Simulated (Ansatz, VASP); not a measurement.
## Al: VASP beside Ansatz

Contents of INCAR:

```
SYSTEM = Al
PREC = Accurate
ENCUT = 520
EDIFF = 1E-7
ISMEAR = 0
SIGMA = 0.1
LREAL = .False.
LASPH = .True.
NELM = 100
ALGO = Normal
ISIF = 2
LWAVE = .False.
LCHARG = .True.
GGA = PE
LELF = .True.
LVHAR = .True.
NBANDS = 10
```

KPOINTS

```
regular mesh
0
Gamma
  9 9 16
  0 0 0
```

File POSCAR:

```
Al
1.0
    3.8676927454      0.0000000000      0.0101541575
    0.0000000000      3.8677060746      0.0000000000
   -1.9282564934      0.0000000000      2.1254381833
Al
2
Direct
    0.0000000000      0.0000000000      0.0000000000
    0.5000000000      0.5000000000      0.0000000000
```

Input for Ansatz:

```yaml
crystal:
  lattice:
    - [3.8676927454, 0.0, 0.0101541575]
    - [0.0, 3.8677060746, 0.0]
    - [-1.9282564934, 0.0, 2.1254381833]
  atoms:
    - { symbol: Al, position: [0.0, 0.0, 0.0] }
    - { symbol: Al, position: [0.5, 0.5, 0.0] }
basis:
  ecutwfc: 420
kpoints:
  mp_grid: { grid: [9, 9, 16] }
hamiltonian:
  xc: pbe
scf:
  occupations: { method: gaussian, width: 0.1 }
output:
  forces: true
  stress: true
  eigenvalues: true
  write_density: true
  write_potential: true
  elf: true
  volumetric_format: npy
```

Change from the starting cell: band edges of the strained film's bulk.

Alike in both runs: task single point; functional PBE; k mesh 9 × 9 × 16; occupations gaussian, width 0.1 eV; no spin polarisation.

|  | VASP | Ansatz |
| --- | --- | --- |
| version | VASP 6.6.1 | Ansatz 0.2.0 |
| potentials or method | VASP PAW PBE potentials, release 64 (Al), cutoff 520 eV | scalar-relativistic, plane waves, PAW |
| valence electrons in the cell | 6 | 6 |

```tsv
	VASP	Ansatz	Ansatz less VASP
gap on the k mesh at the Fermi level (eV)	none	none	-
pressure (GPa)	3.6	3.7	+0.03
traceless stress, the component that is largest in VASP (GPa)	-3.67	-3.68	-0.007
```

A gap of «none» marks a metal or a gap that the smearing closes.
